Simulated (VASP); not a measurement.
Here is a VASP 6.6.1 calculation.

Contents of INCAR:

```
  PREC = Accurate
  ENCUT = 520
  EDIFF = 1E-6
  ISMEAR = -1
  SIGMA = 0.03
  LREAL = F
  LASPH = T
  NELM = 80
  ALGO = Normal
  ISIF = 2
  LWAVE = F
  LCHARG = T
  GGA = PS
  LELF = T
  LVHAR = T
  NBANDS = 15
```

Contents of KPOINTS:

```
Automatic mesh
0
Gamma
  7 7 7
```

The input POSCAR:

```
CaSe
1.0
    0.0000000000      2.9702381052      2.9702381052
    2.9702381052      0.0000000000      2.9702381052
    2.9702381052      2.9702381052      0.0000000000
Ca Se
1 1
Direct
   -0.1050000000     -0.1050000000      0.1050000000
    0.6050000000      0.6050000000      0.3950000000
```

Potentials or basis: VASP PAW PBE potentials, release 64 (Ca_sv, Se).

Command:

```bash
$ cat potpaw_PBE.64/Ca_sv/POTCAR potpaw_PBE.64/Se/POTCAR > POTCAR
$ mpirun -np 1 vasp_std > vasp.out
```

**Question.** Estimate the pressure.

**Answer.** 58.2 GPa.

**Question.** Predict the band gap on the k mesh.

**Answer.** 1.25 eV, indirect (least direct gap 1.50 eV).

Forces in eV/Å, atoms in the order of the input:
```
Ca    0.000   0.000  35.642
Se    0.000   0.000 -35.642
```

Caveat: the cell differs from its parent crystal (shortest bond scaled by 0.58); the PAW data sets were made with another functional, which shifts forces and pressure a little. A k mesh can miss the band edges.
